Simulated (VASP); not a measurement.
Input of a VASP 6.6.1 run:

Contents of POSCAR:

```
SnC3
1.0
    2.9788882397      0.0000000000      0.0000000000
    0.0000000000      2.9788882397      0.0000000000
    0.0000000000      0.0000000000      4.6435166652
C Sn
3 1
Direct
    0.5000000000      0.0000000000      0.8203632751
    0.5000000000      0.5000000000      0.0000000000
    0.0000000000      0.5000000000      0.1796367249
    0.0000000000      0.0000000000      0.5000000000
```

The input INCAR.step1:

```
SYSTEM = SnC3
PREC = Accurate
ENCUT = 520
ISMEAR = 0
SIGMA = 0.01
LREAL = .FALSE.
LASPH = .TRUE.
NELM = 60
NBANDS = 21
GGA = PE
ALGO = Normal
EDIFF = 1E-4
LWAVE = .TRUE.
LCHARG = .FALSE.
```

Contents of INCAR.step2:

```
SYSTEM = SnC3
PREC = Accurate
ENCUT = 520
EDIFF = 1E-7
ISMEAR = 0
SIGMA = 0.01
LREAL = .FALSE.
LASPH = .TRUE.
NELM = 60
ALGO = Normal
ISIF = 2
LWAVE = .FALSE.
LCHARG = .FALSE.
METAGGA = R2SCAN
LMIXTAU = .TRUE.
NBANDS = 21
ISTART = 1
```

The input KPOINTS:

```
Automatic mesh
0
G
  8 8 6
  0 0 0
```

Potentials or basis: VASP PAW PBE potentials, release 64 (C, Sn_d).

Command:

```console
$ cat potpaw_PBE.64/C/POTCAR potpaw_PBE.64/Sn_d/POTCAR > POTCAR
$ cp INCAR.step1 INCAR
$ mpirun -np 1 vasp_std > vasp.out
$ cp INCAR.step2 INCAR
$ mpirun -np 1 vasp_std > vasp.out
```

(1) Estimate the band gap on the k mesh.

(2) Estimate the largest force.

(3) Predict the pressure.

## Answers

(1) 0.40 eV (least direct gap 0.76 eV).

(2) 0.005 eV/Å.

(3) 0.4 GPa.

Caveat: the PAW data sets were made with another functional, which shifts forces and pressure a little; spin-orbit coupling is left out, which moves the levels of the heavy elements.
